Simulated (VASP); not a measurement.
# Ti3Pt (Pm-3n) in VASP: further runs

Ti3Pt is run at these levels: r2SCAN; tasks: single point.

Program: VASP 6.6.1. These are calculated values, not measurements. Logs are shortened: lines on timing, memory, paths and dates and some standing lists are left out, and cuts for length are marked.

### Step 1. The cell of the first run

Symmetry: Pm-3n, No. 223, cubic system. The conventional cell has a = 5.025 Å, b = 5.025 Å, c = 5.025 Å, α = 90.00°, β = 90.00°, γ = 90.00°. Within 3.3 Å of Ti (site symmetry -4m2) lie 10 Ti at 2.51 to 3.08 Å and 4 Pt at 2.81 Å. Pt (site symmetry m-3) has 12 Ti at 2.81 Å within 3.7 Å.

### Step 2. Single point, r2SCAN

POSCAR reads:

```
Ti3Pt
1.0
    5.0246572470      0.0000000000      0.0000000000
    0.0000000000      5.0246572470      0.0000000000
    0.0000000000      0.0000000000      5.0246572470
Ti Pt
6 2
Direct
    0.2500000000      0.0000000000      0.5000000000
    0.5000000000      0.7500000000      0.0000000000
    0.7500000000      0.0000000000      0.5000000000
    0.5000000000      0.2500000000      0.0000000000
    0.0000000000      0.5000000000      0.7500000000
    0.0000000000      0.5000000000      0.2500000000
    0.0000000000      0.0000000000      0.0000000000
    0.5000000000      0.5000000000      0.5000000000
```

INCAR.step1 reads:

```
SYSTEM = Ti3Pt
PREC = Accurate ; ENCUT = 520
ISMEAR = -1 ; SIGMA = 0.1
LREAL = .FALSE. ; LASPH = .TRUE.
NELM = 60 ; NBANDS = 56
GGA = PE ; ALGO = Normal
EDIFF = 1E-4 ; LWAVE = .TRUE.
LCHARG = .FALSE.
```

INCAR.step2 reads:

```
SYSTEM = Ti3Pt
PREC = Accurate ; ENCUT = 520
EDIFF = 1E-7 ; ISMEAR = -1
SIGMA = 0.1 ; LREAL = .FALSE.
LASPH = .TRUE. ; NELM = 60
ALGO = Normal ; ISIF = 2
LWAVE = .FALSE. ; LCHARG = .TRUE.
METAGGA = R2SCAN ; LMIXTAU = .TRUE.
LELF = .TRUE. ; LVHAR = .TRUE.
NBANDS = 56 ; ISTART = 1
```

KPOINTS reads:

```
Automatic mesh
0
G
  6 6 6
  0 0 0
```

Potentials or basis: VASP PAW PBE potentials, release 64 (Ti_sv, Pt).

The run is started by

```bash
cat potpaw_PBE.64/Ti_sv/POTCAR potpaw_PBE.64/Pt/POTCAR > POTCAR
cp INCAR.step1 INCAR
mpirun -np 1 vasp_std > vasp.out
cp INCAR.step2 INCAR
mpirun -np 1 vasp_std > vasp.out
```

OUTCAR:

```text
SYSTEM = Ti3Pt
   PREC = Accurate
   ENCUT = 520
   EDIFF = 1E-7
   ISMEAR = -1
   LREAL = .FALSE.
   LASPH = .TRUE.
   NELM = 60
   ISIF = 2
   METAGGA = R2SCAN
   ISTART = 1

 ion  position               nearest neighbor table
   1  0.250  0.000  0.500-   3 2.51   3 2.51   8 2.81   7 2.81   8 2.81   7 2.81
   2  0.500  0.750  0.000-   4 2.51   4 2.51   8 2.81   8 2.81   7 2.81   7 2.81
   3  0.750  0.000  0.500-   1 2.51   1 2.51   8 2.81   7 2.81   8 2.81   7 2.81
   4  0.500  0.250  0.000-   2 2.51   2 2.51   8 2.81   8 2.81   7 2.81   7 2.81
   5  0.000  0.500  0.750-   6 2.51   6 2.51   8 2.81   7 2.81   7 2.81   8 2.81
   6  0.000  0.500  0.250-   5 2.51   5 2.51   8 2.81   7 2.81   7 2.81   8 2.81
   7  0.000  0.000  0.000-   1 2.81   2 2.81   3 2.81   4 2.81   5 2.81   6 2.81   1 2.81   3 2.81
                             5 2.81   6 2.81   2 2.81   4 2.81
   8  0.500  0.500  0.500-   1 2.81   2 2.81   3 2.81   4 2.81   5 2.81   6 2.81   2 2.81   4 2.81
                             1 2.81   3 2.81   5 2.81   6 2.81

  LATTYP: Found a simple cubic cell.
 ALAT       =     5.0246572470

  Lattice vectors:

 A1 = (   5.0246572470,   0.0000000000,   0.0000000000)
 A2 = (   0.0000000000,   5.0246572470,   0.0000000000)
 A3 = (   0.0000000000,   0.0000000000,   5.0246572470)

Analysis of symmetry for initial positions (statically):
=====================================================================
 Subroutine PRICEL returns:
 Original cell was already a primitive cell.

 Routine SETGRP: Setting up the symmetry group for a
 simple cubic supercell.

 Subroutine GETGRP returns: Found 48 space group operations
 (whereof 24 operations were pure point group operations)
 out of a pool of 48 trial point group operations.

The static configuration has the point symmetry T_h .
 The point group associated with its full space group is O_h .

Analysis of symmetry for dynamics (positions and initial velocities):
=====================================================================
 Subroutine PRICEL returns:
 Original cell was already a primitive cell.

 Routine SETGRP: Setting up the symmetry group for a
 simple cubic supercell.

 Subroutine GETGRP returns: Found 48 space group operations
 (whereof 24 operations were pure point group operations)
 out of a pool of 48 trial point group operations.

The dynamic configuration has the point symmetry T_h .
 The point group associated with its full space group is O_h .

 Subroutine INISYM returns: Found 48 space group operations
 (whereof 24 operations are pure point group operations),
 and found     1 'primitive' translations

----------------------------------------------------------------------------------------

                                     Primitive cell

  volume of cell :     126.8584

  direct lattice vectors                    reciprocal lattice vectors
     5.024657247  0.000000000  0.000000000     0.199018550  0.000000000  0.000000000
     0.000000000  5.024657247  0.000000000     0.000000000  0.199018550  0.000000000
     0.000000000  0.000000000  5.024657247     0.000000000  0.000000000  0.199018550

  length of vectors
     5.024657247  5.024657247  5.024657247     0.199018550  0.199018550  0.199018550

  position of ions in fractional coordinates (direct lattice)
     0.250000000  0.000000000  0.500000000
     0.500000000  0.750000000  0.000000000
     0.750000000  0.000000000  0.500000000
     0.500000000  0.250000000  0.000000000
     0.000000000  0.500000000  0.750000000
     0.000000000  0.500000000  0.250000000
     0.000000000  0.000000000  0.000000000
     0.500000000  0.500000000  0.500000000

  ion indices of the primitive-cell ions
   primitive index   ion index
                 1           1
                 2           2
                 3           3
                 4           4
                 5           5
                 6           6
                 7           7
                 8           8

----------------------------------------------------------------------------------------

 KPOINTS: Automatic mesh

Automatic generation of k-mesh.
 Grid dimensions read from file:
 generate k-points for:    6    6    6

 Generating k-lattice:

  Cartesian coordinates                     Fractional coordinates (reciprocal lattice)
     0.033169758  0.000000000  0.000000000     0.166666667  0.000000000  0.000000000
     0.000000000  0.033169758  0.000000000     0.000000000  0.166666667  0.000000000
     0.000000000  0.000000000  0.033169758     0.000000000  0.000000000  0.166666667

  Length of vectors
     0.033169758  0.033169758  0.033169758

  Shift w.r.t. Gamma in fractional coordinates (k-lattice)
     0.000000000  0.000000000  0.000000000

 Subroutine IBZKPT returns following result:
 ===========================================

 Found     20 irreducible k-points:

 Following reciprocal coordinates:
            Coordinates               Weight
  0.000000  0.000000  0.000000      1.000000
  0.166667  0.000000  0.000000      6.000000
  0.333333  0.000000  0.000000      6.000000
  0.500000  0.000000  0.000000      3.000000
  0.166667  0.166667  0.000000     12.000000
  0.333333  0.166667  0.000000     24.000000
[... 12 lines left out ...]
  0.500000  0.500000  0.333333      6.000000
  0.500000  0.500000  0.500000      1.000000
   k-points           NKPTS =     20   k-points in BZ     NKDIM =     20   number of bands    NBANDS=     56
   number of dos      NEDOS =    301   number of ions     NIONS =      8
   total plane-waves  NPLWV =  64000
   dimension x,y,z NGX =    40 NGY =   40 NGZ =   40
   dimension x,y,z NGXF=    80 NGYF=   80 NGZF=   80
   ions per type =               6   2
   NGX,Y,Z   is equivalent  to a cutoff of  13.23, 13.23, 13.23 a.u.
   NGXF,Y,Z  is equivalent  to a cutoff of  26.47, 26.47, 26.47 a.u.
 SYSTEM =  Ti3Pt
   PREC   = accura    normal or accurate (medium, high low for compatibility)
   ISTART =      1    job   : 0-new  1-cont  2-samecut
   ICHARG =      0    charge: 1-file 2-atom 10-const
   ISPIN  =      1    spin polarized calculation?
   LNONCOLLINEAR =      F non collinear calculations
   LSORBIT =      F    spin-orbit coupling
   LASPH  =      T    aspherical Exc in radial PAW
   ENCUT  =  520.0 eV  38.22 Ry    6.18 a.u.   9.34  9.34  9.34*2*pi/ulx,y,z
   NELM   =     60;   NELMIN=  2; NELMDL=  0     # of ELM steps
   EDIFF  = 0.1E-06   stopping-criterion for ELM
   LREAL  =      F    real-space projection
   EDIFFG = 0.1E-05   stopping-criterion for IOM
   NSW    =      0    number of steps for IOM
   IBRION =     -1    ionic relax: 0-MD 1-quasi-New 2-CG
   NFREE  =      0    steps in history (QN), initial steepest desc. (CG)
   ISIF   =      2    stress and relaxation
   ISYM   =      2    0-nonsym 1-usesym 2-fastsym
   POTIM  = 0.5000    time-step for ionic-motion
   TEBEG  =    0.0;   TEEND  =   0.0 temperature during run
   PSTRESS=    0.0 pullay stress
   NELECT =      92.0000    total number of electrons
   NUPDOWN=      -1.0000    fix difference up-down
   EMIN   =  10.00;   EMAX   =-10.00  energy-range for DOS
   EFERMI =   0.00;   METHOD = LEGACY
   ISMEAR =    -1;   SIGMA  =   0.10  broadening in eV -4-tet -1-fermi 0-gaus
   EFERMI_NEDOS =   21; number of points for ismear=-14 and -15
   IALGO  =     38    algorithm
   IMIX   =      4    mixing-type and parameters
     AMIX     =   0.40;   BMIX     =  1.00
     AMIX_MAG =   1.60;   BMIX_MAG =  1.00
  volume/ion in A,a.u.               =      15.86       107.01
  Fermi-wavevector in a.u.,A,eV,Ry     =   1.470836  2.779478 29.434291  2.163359
  Thomas-Fermi vector in A             =   2.586045
   LORBIT       =      0    0 simple, 1 ext, 2 COOP (PROOUT), +10 PAW based schemes
   METAGGA = R2SCAN    functional components
   LHFCALC =     F    Hartree Fock is set to
   AEXX    =    0.0000 exact exchange contribution
   IVDW    =     0    specifies the selected vdW correction
   LEPSILON=     F    determine dielectric tensor
   LRPA    =     F    only Hartree local field effects (RPA)
 non-spin polarized calculation
  energy-cutoff  :      520.00
  volume of cell :      126.86
 maximum number of plane-waves:      3450
 NGX is ok and might be reduce to    40
   NGX = 19   NGY = 19   NGZ = 19

 number of electron      91.9999998 magnetization

 Free energy of the ion-electron system (eV)
  ---------------------------------------------------
  ext. energy  EPLUGINS =         0.00000000
  ---------------------------------------------------
  free energy    TOTEN  =      -186.43656231 eV

  energy without entropy =     -186.12900599  energy(sigma->0) =     -186.28278415

 E-fermi :   9.4660     XC(G=0): -13.2645

 val. band max:        9.4587307735   @ k =   0.1667   0.1667   0.0000
 cond. band min:       9.4663333868   @ k =   0.5000   0.0000   0.0000
 fundamental gap:      0.0076026133
 Fermi energy:         9.4660230827

 k-point     1 :       0.0000    0.0000    0.0000
  band No.  band energies     occupation
      1     -49.4735      2.00000
      2     -49.4076      2.00000
      3     -49.4076      2.00000
      4     -49.2247      2.00000
      5     -49.2247      2.00000
      6     -49.2247      2.00000
[... 48 lines left out ...]
     55      12.0905      0.00000
     56      12.0905      0.00000

 k-point     2 :       0.1667    0.0000    0.0000
  band No.  band energies     occupation
      1     -49.4664      2.00000
      2     -49.4109      2.00000
      3     -49.3983      2.00000
      4     -49.2383      2.00000
      5     -49.2247      2.00000
      6     -49.2247      2.00000
[... 48 lines left out ...]
     55      12.1310      0.00000
     56      12.1310      0.00000

 k-point     3 :       0.3333    0.0000    0.0000
  band No.  band energies     occupation
      1     -49.4505      2.00000
      2     -49.4201      2.00000
      3     -49.3691      2.00000
      4     -49.2751      2.00000
      5     -49.2247      2.00000
      6     -49.2247      2.00000
[... 936 lines left out ...]
 k-point    19 :       0.5000    0.5000    0.3333
  band No.  band energies     occupation
      1     -49.3789      2.00000
      2     -49.3391      2.00000
      3     -49.3282      2.00000
      4     -49.3282      2.00000
      5     -49.3171      2.00000
      6     -49.2768      2.00000
[... 48 lines left out ...]
     55      11.6574      0.00000
     56      11.6574      0.00000

 k-point    20 :       0.5000    0.5000    0.5000
  band No.  band energies     occupation
      1     -49.3281      2.00000
      2     -49.3281      2.00000
      3     -49.3281      2.00000
      4     -49.3281      2.00000
      5     -49.3281      2.00000
      6     -49.3281      2.00000
[... 48 lines left out ...]
     55      11.9128      0.00000
     56      11.9128      0.00000

------------------------ aborting loop because EDIFF is reached ----------------------------------------

  FORCE on cell =-STRESS in cart. coord.  units (eV):
  Direction    XX          YY          ZZ          XY          YZ          ZX
  --------------------------------------------------------------------------------------
  -------------------------------------------------------------------------------------
  Total        0.4103665      0.4103665      0.4103665      0.0000000      0.0000000      0.0000000
  in kB        5.1827844      5.1827844      5.1827844      0.0000000      0.0000000      0.0000000
  external PRESSURE =       5.1827844 kB  Pullay stress =       0.0000000 kB

 VOLUME and BASIS-vectors are now :
 -----------------------------------------------------------------------------
  energy-cutoff  :      520.00
  volume of cell :      126.86
      direct lattice vectors                 reciprocal lattice vectors
     5.024657247  0.000000000  0.000000000     0.199018550  0.000000000  0.000000000
     0.000000000  5.024657247  0.000000000     0.000000000  0.199018550  0.000000000
     0.000000000  0.000000000  5.024657247     0.000000000  0.000000000  0.199018550

 POSITION                                       TOTAL-FORCE (eV/Angst)
 -----------------------------------------------------------------------------------
      1.25616      0.00000      2.51233        -0.000000     -0.000000      0.000000
      2.51233      3.76849      0.00000         0.000000      0.000000     -0.000000
      3.76849      0.00000      2.51233         0.000000     -0.000000      0.000000
      2.51233      1.25616      0.00000        -0.000000      0.000000      0.000000
      0.00000      2.51233      3.76849         0.000000      0.000000      0.000000
      0.00000      2.51233      1.25616         0.000000      0.000000     -0.000000
      0.00000      0.00000      0.00000         0.000000      0.000000     -0.000000
      2.51233      2.51233      2.51233         0.000000      0.000000     -0.000000
 -----------------------------------------------------------------------------------
    total drift:                                0.000000     -0.000000      0.000000

  FREE ENERGIE OF THE ION-ELECTRON SYSTEM (eV)
  ---------------------------------------------------
  free  energy   TOTEN  =      -186.4365623133 eV

  energy  without entropy=     -186.1290059854  energy(sigma->0) =     -186.28278415
```

It took 5.6 min on 1 thread of AMD EPYC 9R45 (Zen 5), shared host; peak memory 0.29 GiB.

What came out:

| Quantity | Value |
| --- | --- |
| Free energy | -186.4366 eV |
| Pressure | 0.5 GPa |
| Band gap on the k mesh | zero (bands 46 and 47 overlap by 0.46 eV) |

Caveat: the PAW data sets were made with another functional, which shifts forces and pressure a little; spin-orbit coupling is left out, which moves the levels of the heavy elements.

### Step 3. Single point, r2SCAN

POSCAR, as its differences from that of step 2:

```diff
@@ -2,5 +2,5 @@
 1.0
-    5.0246572470      0.0000000000      0.0000000000
-    0.0000000000      5.0246572470      0.0000000000
-    0.0000000000      0.0000000000      5.0246572470
+    5.0246572500      0.0000000000      0.0000000000
+    0.0000000000      5.0246572500      0.0000000000
+    0.0000000000      0.0000000000      5.0246572500
 Ti Pt
```

INCAR.step1 reads:

```
SYSTEM = Ti3Pt
ALGO     = Normal         ! electronic algorithm
EDIFF    = 1E-4           ! SCF threshold, eV
ENCUT    = 520            ! plane-wave cutoff, eV
GGA      = PE             ! functional
ISMEAR   = -1             ! smearing method
LASPH    = .TRUE.         ! aspherical terms in the spheres
LCHARG   = .FALSE.        ! write CHGCAR
LREAL    = .FALSE.        ! projectors in reciprocal space
LWAVE    = .TRUE.         ! write WAVECAR
NBANDS   = 56             ! bands
NELM     = 60             ! most SCF steps
PREC     = Accurate       ! precision mode
SIGMA    = 0.1            ! smearing width, eV
```

INCAR.step2 reads:

```
SYSTEM = Ti3Pt
ALGO     = Normal         ! electronic algorithm
EDIFF    = 1E-6           ! SCF threshold, eV
ENCUT    = 520            ! plane-wave cutoff, eV
ISIF     = 2              ! what is computed and relaxed
ISMEAR   = -1             ! smearing method
ISTART   = 1            
LASPH    = .TRUE.         ! aspherical terms in the spheres
LCHARG   = .FALSE.        ! write CHGCAR
LMIXTAU  = .TRUE.       
LREAL    = .FALSE.        ! projectors in reciprocal space
LWAVE    = .FALSE.        ! write WAVECAR
METAGGA  = R2SCAN         ! meta-GGA
NBANDS   = 56             ! bands
NELM     = 60             ! most SCF steps
PREC     = Accurate       ! precision mode
SIGMA    = 0.1            ! smearing width, eV
```

KPOINTS reads:

```
k-points
0
G
  7 7 7
  0 0 0
```

Potentials or basis: VASP PAW PBE potentials, release 64 (Ti_sv, Pt).

The run is started by

```bash
cat potpaw_PBE.64/Ti_sv/POTCAR potpaw_PBE.64/Pt/POTCAR > POTCAR
cp INCAR.step1 INCAR
mpirun -np 1 vasp_std > vasp.out
cp INCAR.step2 INCAR
mpirun -np 1 vasp_std > vasp.out
```

It took 4.3 min on 1 thread of AMD EPYC 9R45 (Zen 5), shared host; peak memory 0.29 GiB.

It converged, with:

- Free energy: -186.4420 eV
- Pressure: 0.4 GPa
- Band gap on the k mesh: zero (bands 46 and 47 overlap by 0.46 eV)

Levels at points of the mesh, in eV from the Fermi level:
```tsv
k point	band 42	band 43	band 44	band 45	band 46	band 47	band 48	band 49	band 50	band 51
(0.00, 0.00, 0.00)	-1.03	-1.02	-1.02	-1.02	-0.88	-0.40	-0.40	-0.23	1.04	1.04
```

Caveat: the PAW data sets were made with another functional, which shifts forces and pressure a little; spin-orbit coupling is left out, which moves the levels of the heavy elements.

(Continued in part 2 of 2.)
